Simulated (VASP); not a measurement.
Write the native input for VASP 6.6.1 that does the following.

| Quantity | Value |
| --- | --- |
| Task | single point |
| Functional | LDA |
| Potentials or basis | VASP PAW LDA potentials, release 64 (Sn_d, O) |
| Cutoff | 520 eV |
| k mesh | 6 × 4 × 6 |
| Occupations | gaussian, width 0.01 eV |
| Spin | no spin polarisation |
| Dipole correction | no |
| Further INCAR settings | ALGO = Normal; EDIFF = 1e-06; NBANDS = 28 |

The structure of SnO lies in POSCAR:

```
SnO
1.0
    3.3324875095      0.0000000000      0.0000000000
    0.0000000000      5.6360216177      0.0000000000
    0.0000000000      0.0000000000      4.1936337771
Sn O
2 2
Direct
    0.0000000000      0.2319090000      0.5131440000
    0.5000000000      0.7680910000      0.0131440000
    0.0000000000      0.8912500000      0.7368570000
    0.5000000000      0.1087500000      0.2368570000
```

One way to write it, as run:

INCAR

```
PREC = Accurate
ENCUT = 520
EDIFF = 1E-6
ISMEAR = 0
SIGMA = 0.01
LREAL = F
LASPH = T
NELM = 80
ALGO = Normal
ISIF = 2
LWAVE = F
LCHARG = T
LELF = T
LVHAR = T
NBANDS = 28
```

KPOINTS

```
Automatic mesh
0
Gamma
  6 4 6
```

Potentials or basis: VASP PAW LDA potentials, release 64 (Sn_d, O).

Command:

```bash
$ cat potpaw_LDA.64/Sn_d/POTCAR potpaw_LDA.64/O/POTCAR > POTCAR
$ mpirun -np 1 vasp_std > vasp.out
```

It gave:

| Item | Value |
| --- | --- |
| Pressure | -3.8 GPa |
| Largest force | 0.371 eV/Å |
| Band gap on the k mesh | 1.57 eV (least direct gap 2.32 eV) |

Caveat: the cell stands under tension; spin-orbit coupling is left out, which moves the levels of the heavy elements.

Wall time 66 s on 1 thread of Intel(R) Xeon(R) Platinum 8559C (Emerald Rapids) (shared host), peak memory 0.21 GiB.
